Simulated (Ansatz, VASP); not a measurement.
## Two plane-wave programs on Rh

```xyz
2
Lattice="2.6900 0.0000 0.0000 -1.3450 2.3296 0.0000 0.0000 0.0000 4.2956" Properties=species:S:1:pos:R:3 pbc="T T T"
Rh    1.3450    0.7765    3.2217
Rh    0.0000    1.5531    1.0739
```

Change from the starting cell: strain -0.015 along x and y, -0.030 along z, atoms carried along.

Alike in both runs: task single point; functional PBEsol; k mesh 21 × 21 × 12; occupations gaussian, width 0.15 eV; no spin polarisation.

```csv
,VASP,Ansatz
version,VASP 6.6.1,Ansatz 0.2.0
potentials or method,"VASP PAW PBE potentials, release 64 (Rh_pv), cutoff 520 eV","scalar-relativistic, plane waves, PAW"
valence electrons in the cell,30,34
```

```tsv
	VASP	Ansatz	Ansatz less VASP
gap on the k mesh at the Fermi level (eV)	none	none	-
pressure (GPa)	2.2	2.2	-0.01
traceless stress, the component that is largest in VASP (GPa)	2.20	2.19	-0.006
```

VASP's potentials were made for PBE, not for PBEsol. A gap of «none» marks a metal or a gap that the smearing closes. With one functional, cell and mesh, what is left measures potentials, basis and numerics. VASP's potentials hold 30 valence electrons a cell and Ansatz's 34, so a difference there can come from the potentials and not from the codes.
